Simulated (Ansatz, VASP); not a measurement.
Two plane-wave programs on TaCl3F

```xyz
5
Lattice="3.4253 1.9776 2.8987 -3.4253 1.9776 2.8987 0.0000 -3.9553 2.8987" Properties=species:S:1:pos:R:3 pbc="T T T"
Ta    0.0000    0.0000    4.6910
Cl   -1.6846    0.9726    5.8340
Cl    0.0000   -1.9452    5.8340
Cl    1.6846    0.9726    5.8340
F     0.0000    0.0000    0.0870
```

Change from the starting cell: species swapped into the CsGeI3 type (R3m, No. 160).

Alike in both runs: task relaxation of cell and atoms; functional PBE; k mesh 3 × 3 × 3; occupations gaussian, width 0.15 eV; no spin polarisation.

|  | VASP | Ansatz |
| --- | --- | --- |
| version | VASP 6.6.1 | Ansatz 0.2.0 |
| potentials or method | VASP PAW PBE potentials, release 64 (Ta_pv, Cl, F), cutoff 600 eV | scalar-relativistic, plane waves, PAW |
| valence electrons in the cell | 39 | 41 |

VASP gave:

```
gap on the k mesh at the Fermi level, each at its own relaxed structure (eV) : none
relaxed volume (Å³/atom)                                                     : 21.55
relaxed cell length with the largest relative difference (Å)                 : 4.759
```

Question: What did Ansatz give for the same quantities?

Answer: gap on the k mesh at the Fermi level, each at its own relaxed structure (eV): none; relaxed volume (Å³/atom): 21.47; relaxed cell length with the largest relative difference (Å): 4.753.

A gap of «none» marks a metal or a gap that the smearing closes. VASP's potentials hold 39 valence electrons a cell and Ansatz's 41, so a difference there can come from the potentials and not from the codes.

The k mesh is coarse, so the values compare programs but aren't converged. Neither program's run includes spin-orbit coupling.
